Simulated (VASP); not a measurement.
# LiRh (P-6m2) in VASP: single point with LDA

Aim: the single point of LiRh with LDA.

Everything below comes from runs of VASP 6.6.1. Logs are shortened: lines on timing, memory, paths and dates and some standing lists are left out, and cuts for length are marked.

## Step 1: The cell of the first run

Symmetry: P-6m2, No. 187, hexagonal system. The conventional cell has a = 2.603 Å, b = 2.603 Å, c = 4.259 Å, α = 90.00°, β = 90.00°, γ = 120.00°. Li (site symmetry -6m2) has 6 Li at 2.60 Å and 6 Rh at 2.61 Å within 3.4 Å. Within 3.4 Å of Rh (site symmetry -6m2) lie 6 Rh at 2.60 Å and 6 Li at 2.61 Å.

## Step 2: Single point, LDA, collinear spin, ferromagnetic start

Input file INCAR:

```
ALGO = Normal ; EDIFF = 1E-6
ENCUT = 750 ; GGA = CA
GGA_COMPAT = F ; ISIF = 2
ISMEAR = 0 ; ISPIN = 2
LASPH = T ; LCHARG = F
LMAXMIX = 4 ; LORBIT = 11
LREAL = F ; LWAVE = F
MAGMOM = 0 1 ; NBANDS = 21
NELM = 200 ; PREC = Accurate
SIGMA = 0.05
```

Input file KPOINTS:

```
k-points
0
Gamma
  20 20 10
```

Input file POSCAR:

```
LiRh
1.0
    2.6029467376      0.0000000000      0.0000000000
   -1.3014733688      2.2542179995      0.0000000000
    0.0000000000      0.0000000000      4.2590506663
Li Rh
1 1
Direct
    0.0000000000      0.0000000000      0.5000000000
    0.6666666667      0.3333333333      0.0000000000
```

Potentials or basis: VASP PAW LDA potentials, release 64 (Li_sv, Rh_sv_GW).

Started as:

```
> cat potpaw_LDA.64/Li_sv/POTCAR potpaw_LDA.64/Rh_sv_GW/POTCAR > POTCAR
> mpirun -np 1 vasp_std > vasp.out
```

OUTCAR:

```text
EDIFF = 1E-6
   ENCUT = 750
   GGA = CA
   ISIF = 2
   ISMEAR = 0
   ISPIN = 2
   LASPH = T
   LORBIT = 11
   LREAL = F
   NELM = 200
   PREC = Accurate

 ion  position               nearest neighbor table
   1  0.000  0.000  0.500-   2 2.61   2 2.61   2 2.61   2 2.61   2 2.61   2 2.61
   2  0.667  0.333  0.000-   1 2.61   1 2.61   1 2.61   1 2.61   1 2.61   1 2.61

  LATTYP: Found a hexagonal cell.
 ALAT       =     2.6029467376
 C/A-ratio  =     1.6362419579

  Lattice vectors:

 A1 = (   2.6029467376,   0.0000000000,   0.0000000000)
 A2 = (  -1.3014733688,   2.2542179995,   0.0000000000)
 A3 = (   0.0000000000,   0.0000000000,   4.2590506663)

Analysis of symmetry for initial positions (statically):
=====================================================================
 Subroutine PRICEL returns:
 Original cell was already a primitive cell.

 Routine SETGRP: Setting up the symmetry group for a
 hexagonal supercell.

 Subroutine GETGRP returns: Found 12 space group operations
 (whereof 12 operations were pure point group operations)
 out of a pool of 24 trial point group operations.

The static configuration has the point symmetry D_3h.

Analysis of symmetry for dynamics (positions and initial velocities):
=====================================================================
 Subroutine PRICEL returns:
 Original cell was already a primitive cell.

 Routine SETGRP: Setting up the symmetry group for a
 hexagonal supercell.

 Subroutine GETGRP returns: Found 12 space group operations
 (whereof 12 operations were pure point group operations)
 out of a pool of 24 trial point group operations.

The dynamic configuration has the point symmetry D_3h.

Analysis of structural, dynamic, and magnetic symmetry:
=====================================================================
 Subroutine PRICEL returns:
 Original cell was already a primitive cell.

 Routine SETGRP: Setting up the symmetry group for a
 hexagonal supercell.

 Subroutine GETGRP returns: Found 12 space group operations
 (whereof 12 operations were pure point group operations)
 out of a pool of 24 trial point group operations.

The overall configuration has the point symmetry D_3h.

 Subroutine INISYM returns: Found 12 space group operations
 (whereof 12 operations are pure point group operations),
 and found     1 'primitive' translations

----------------------------------------------------------------------------------------

                                     Primitive cell

  volume of cell :      24.9904

  direct lattice vectors                    reciprocal lattice vectors
     2.602946738  0.000000000  0.000000000     0.384179970  0.221806409  0.000000000
    -1.301473369  2.254217999  0.000000000     0.000000000  0.443612818  0.000000000
     0.000000000  0.000000000  4.259050666     0.000000000  0.000000000  0.234794108

  length of vectors
     2.602946738  2.602946738  4.259050666     0.443612818  0.443612818  0.234794108

  position of ions in fractional coordinates (direct lattice)
     0.000000000  0.000000000  0.500000000
     0.666666667  0.333333333  0.000000000

  ion indices of the primitive-cell ions
   primitive index   ion index
                 1           1
                 2           2

----------------------------------------------------------------------------------------

 KPOINTS: k-points

Automatic generation of k-mesh.
 Grid dimensions read from file:
 generate k-points for:   20   20   10

 Generating k-lattice:

  Cartesian coordinates                     Fractional coordinates (reciprocal lattice)
     0.019208999  0.011090320  0.000000000     0.050000000  0.000000000  0.000000000
     0.000000000  0.022180641  0.000000000     0.000000000  0.050000000  0.000000000
     0.000000000  0.000000000  0.023479411     0.000000000  0.000000000  0.100000000

  Length of vectors
     0.022180641  0.022180641  0.023479411

  Shift w.r.t. Gamma in fractional coordinates (k-lattice)
     0.000000000  0.000000000  0.000000000

 Subroutine IBZKPT returns following result:
 ===========================================

 Found    264 irreducible k-points:

 Following reciprocal coordinates:
            Coordinates               Weight
  0.000000  0.000000  0.000000      1.000000
  0.050000  0.000000  0.000000      6.000000
  0.100000  0.000000  0.000000      6.000000
  0.150000  0.000000  0.000000      6.000000
  0.200000  0.000000  0.000000      6.000000
  0.250000  0.000000  0.000000      6.000000
[... 16 lines left out ...]
  0.200000  0.100000  0.000000     12.000000
  0.250000  0.100000  0.000000     12.000000
 [... further k-points ...]
   k-points           NKPTS =    264   k-points in BZ     NKDIM =    264   number of bands    NBANDS=     21
   number of dos      NEDOS =    301   number of ions     NIONS =      2
   total plane-waves  NPLWV =  23040
   dimension x,y,z NGX =    24 NGY =   24 NGZ =   40
   dimension x,y,z NGXF=    48 NGYF=   48 NGZF=   80
   ions per type =               1   1
   NGX,Y,Z   is equivalent  to a cutoff of  15.33, 15.33, 15.61 a.u.
   NGXF,Y,Z  is equivalent  to a cutoff of  30.66, 30.66, 31.23 a.u.
 SYSTEM =  unknown system
   PREC   = accura    normal or accurate (medium, high low for compatibility)
   ISTART =      0    job   : 0-new  1-cont  2-samecut
   ICHARG =      2    charge: 1-file 2-atom 10-const
   ISPIN  =      2    spin polarized calculation?
   LNONCOLLINEAR =      F non collinear calculations
   LSORBIT =      F    spin-orbit coupling
   LASPH  =      T    aspherical Exc in radial PAW
   ENCUT  =  750.0 eV  55.12 Ry    7.42 a.u.   5.81  5.81  9.51*2*pi/ulx,y,z
   NELM   =    200;   NELMIN=  2; NELMDL= -5     # of ELM steps
   EDIFF  = 0.1E-05   stopping-criterion for ELM
   LREAL  =      F    real-space projection
   EDIFFG = 0.1E-04   stopping-criterion for IOM
   NSW    =      0    number of steps for IOM
   IBRION =     -1    ionic relax: 0-MD 1-quasi-New 2-CG
   NFREE  =      0    steps in history (QN), initial steepest desc. (CG)
   ISIF   =      2    stress and relaxation
   ISYM   =      2    0-nonsym 1-usesym 2-fastsym
   POTIM  = 0.5000    time-step for ionic-motion
   TEBEG  =    0.0;   TEEND  =   0.0 temperature during run
   PSTRESS=    0.0 pullay stress
   NELECT =      20.0000    total number of electrons
   NUPDOWN=      -1.0000    fix difference up-down
   EMIN   =  10.00;   EMAX   =-10.00  energy-range for DOS
   EFERMI =   0.00;   METHOD = LEGACY
   ISMEAR =     0;   SIGMA  =   0.05  broadening in eV -4-tet -1-fermi 0-gaus
   EFERMI_NEDOS =   21; number of points for ismear=-14 and -15
   IALGO  =     38    algorithm
   IMIX   =      4    mixing-type and parameters
     AMIX     =   0.40;   BMIX     =  1.00
     AMIX_MAG =   1.60;   BMIX_MAG =  1.00
  volume/ion in A,a.u.               =      12.50        84.32
  Fermi-wavevector in a.u.,A,eV,Ry     =   1.519941  2.872273 31.432474  2.310222
  Thomas-Fermi vector in A             =   2.628859
   LORBIT       =     11    0 simple, 1 ext, 2 COOP (PROOUT), +10 PAW based schemes
   GGA     = CA    functional components
   LHFCALC =     F    Hartree Fock is set to
   AEXX    =    0.0000 exact exchange contribution
   IVDW    =     0    specifies the selected vdW correction
   LEPSILON=     F    determine dielectric tensor
   LRPA    =     F    only Hartree local field effects (RPA)
 spin polarized calculation
 Gauss-broadening in eV      SIGMA  =   0.05
  energy-cutoff  :      750.00
  volume of cell :       24.99
 maximum number of plane-waves:      1184
 NGX is ok and might be reduce to    24
   NGX = 11   NGY = 11   NGZ = 19

 number of electron      20.0000006 magnetization       0.0013705

 Free energy of the ion-electron system (eV)
  ---------------------------------------------------
  ext. energy  EPLUGINS =         0.00000000
  ---------------------------------------------------
  free energy    TOTEN  =       -10.21281705 eV

  energy without entropy =      -10.21004913  energy(sigma->0) =      -10.21143309

 E-fermi :   6.4552     XC(G=0): -11.8911

 val. band max:        6.4543935945   @ k =   0.2000   0.0000   0.4000
 cond. band min:       6.4565858200   @ k =   0.2000   0.1000   0.4000
 fundamental gap:      0.0021922254
 Fermi energy:         6.4552368742

 spin component 1

 k-point     1 :       0.0000    0.0000    0.0000
  band No.  band energies     occupation
      1     -71.2333      1.00000
      2     -39.1282      1.00000
      3     -39.0443      1.00000
      4     -39.0443      1.00000
      5     -37.7270      1.00000
      6       0.2810      1.00000
[... 13 lines left out ...]
     20      31.6141      0.00000
     21      31.6169      0.00000

 k-point     2 :       0.0500    0.0000    0.0000
  band No.  band energies     occupation
      1     -71.2305      1.00000
      2     -39.1254      1.00000
      3     -39.0644      1.00000
      4     -39.0490      1.00000
      5     -37.7249      1.00000
      6       0.3791      1.00000
[... 13 lines left out ...]
     20      30.4517      0.00000
     21      31.6742      0.00000

 k-point     3 :       0.1000    0.0000    0.0000
  band No.  band energies     occupation
      1     -71.2222      1.00000
      2     -39.1224      1.00000
      3     -39.1172      1.00000
      4     -39.0626      1.00000
      5     -37.7189      1.00000
      6       0.6612      1.00000
[... 13 lines left out ...]
     20      31.0071      0.00000
     21      31.8435      0.00000
[... 457 lines left out ...]
 k-point    23 :       0.2000    0.1000    0.0000
  band No.  band energies     occupation
      1     -71.1690      1.00000
      2     -39.4652      1.00000
      3     -39.1681      1.00000
      4     -39.0648      1.00000
      5     -37.6809      1.00000
      6       2.1610      1.00000
[... 13 lines left out ...]
     20      30.3662      0.00000
     21      31.0562      0.00000

 k-point    24 :       0.2500    0.1000    0.0000
  band No.  band energies     occupation
      1     -71.1517      1.00000
      2     -39.5732      1.00000
      3     -39.2034      1.00000
      4     -39.0476      1.00000
      5     -37.6688      1.00000
      6       2.1171      1.00000
[... 13 lines left out ...]
     20      29.8551      0.00000
     21      31.8674      0.00000

 [... further k-points ...]

 spin component 2

 k-point     1 :       0.0000    0.0000    0.0000
  band No.  band energies     occupation
      1     -71.2324      1.00000
      2     -39.1275      1.00000
      3     -39.0433      1.00000
      4     -39.0433      1.00000
      5     -37.7271      1.00000
      6       0.2814      1.00000
[... 13 lines left out ...]
     20      31.6144      0.00000
     21      31.6180      0.00000

 k-point     2 :       0.0500    0.0000    0.0000
  band No.  band energies     occupation
      1     -71.2295      1.00000
      2     -39.1247      1.00000
      3     -39.0633      1.00000
      4     -39.0480      1.00000
      5     -37.7250      1.00000
      6       0.3795      1.00000
[... 13 lines left out ...]
     20      30.4520      0.00000
     21      31.6746      0.00000

 k-point     3 :       0.1000    0.0000    0.0000
  band No.  band energies     occupation
      1     -71.2212      1.00000
      2     -39.1213      1.00000
      3     -39.1165      1.00000
      4     -39.0615      1.00000
      5     -37.7189      1.00000
      6       0.6615      1.00000
[... 13 lines left out ...]
     20      31.0071      0.00000
     21      31.8438      0.00000
[... 457 lines left out ...]
 k-point    23 :       0.2000    0.1000    0.0000
  band No.  band energies     occupation
      1     -71.1681      1.00000
      2     -39.4642      1.00000
      3     -39.1671      1.00000
      4     -39.0640      1.00000
      5     -37.6810      1.00000
      6       2.1615      1.00000
[... 13 lines left out ...]
     20      30.3665      0.00000
     21      31.0564      0.00000

 k-point    24 :       0.2500    0.1000    0.0000
  band No.  band energies     occupation
      1     -71.1508      1.00000
      2     -39.5722      1.00000
      3     -39.2023      1.00000
      4     -39.0469      1.00000
      5     -37.6688      1.00000
      6       2.1178      1.00000
[... 13 lines left out ...]
     20      29.8553      0.00000
     21      31.8676      0.00000

 [... further k-points ...]

------------------------ aborting loop because EDIFF is reached ----------------------------------------

  FORCE on cell =-STRESS in cart. coord.  units (eV):
  Direction    XX          YY          ZZ          XY          YZ          ZX
  --------------------------------------------------------------------------------------
  -------------------------------------------------------------------------------------
  Total        0.0406635      0.0406635     -0.0135335      0.0000000      0.0000000      0.0000000
  in kB        2.6070014      2.6070014     -0.8676569      0.0000000      0.0000000      0.0000000
  external PRESSURE =       1.4487820 kB  Pullay stress =       0.0000000 kB

 VOLUME and BASIS-vectors are now :
 -----------------------------------------------------------------------------
  energy-cutoff  :      750.00
  volume of cell :       24.99
      direct lattice vectors                 reciprocal lattice vectors
     2.602946738  0.000000000  0.000000000     0.384179970  0.221806409  0.000000000
    -1.301473369  2.254217999  0.000000000     0.000000000  0.443612818  0.000000000
     0.000000000  0.000000000  4.259050666     0.000000000  0.000000000  0.234794108

 POSITION                                       TOTAL-FORCE (eV/Angst)
 -----------------------------------------------------------------------------------
      0.00000      0.00000      2.12953         0.000000     -0.000000      0.000000
      1.30147      0.75141      0.00000        -0.000000      0.000000      0.000000
 -----------------------------------------------------------------------------------
    total drift:                               -0.000000      0.000000      0.000000

  FREE ENERGIE OF THE ION-ELECTRON SYSTEM (eV)
  ---------------------------------------------------
  free  energy   TOTEN  =       -10.2128170542 eV

  energy  without entropy=      -10.2100491251  energy(sigma->0) =      -10.21143309

 total charge

# of ion       s       p       d       f       tot
--------------------------------------------------
    1        2.044   0.102   0.000   0.000   2.145
    2        2.240   6.182   6.558   0.017  14.996
--------------------------------------------------
tot          4.283   6.283   6.558   0.017  17.141

 magnetization (x)

# of ion       s       p       d       f       tot
--------------------------------------------------
    1       -0.000  -0.000   0.000   0.000  -0.000
    2        0.000   0.000   0.001   0.000   0.001
--------------------------------------------------
tot          0.000   0.000   0.001   0.000   0.001
```

Wall time 2.8 min (1 thread of Intel Xeon 6975P-C (Granite Rapids), shared host); peak memory 0.47 GiB.

Results:

| Quantity | Value |
| --- | --- |
| Free energy | -10.2128 eV |
| Pressure | 0.1 GPa |
| Band gap on the k mesh | zero (filled and empty bands overlap) |
| Net moment | 0.00 μB per cell |
| Valence electrons inside the program's atomic spheres | Li 2.15; Rh 15.00 |
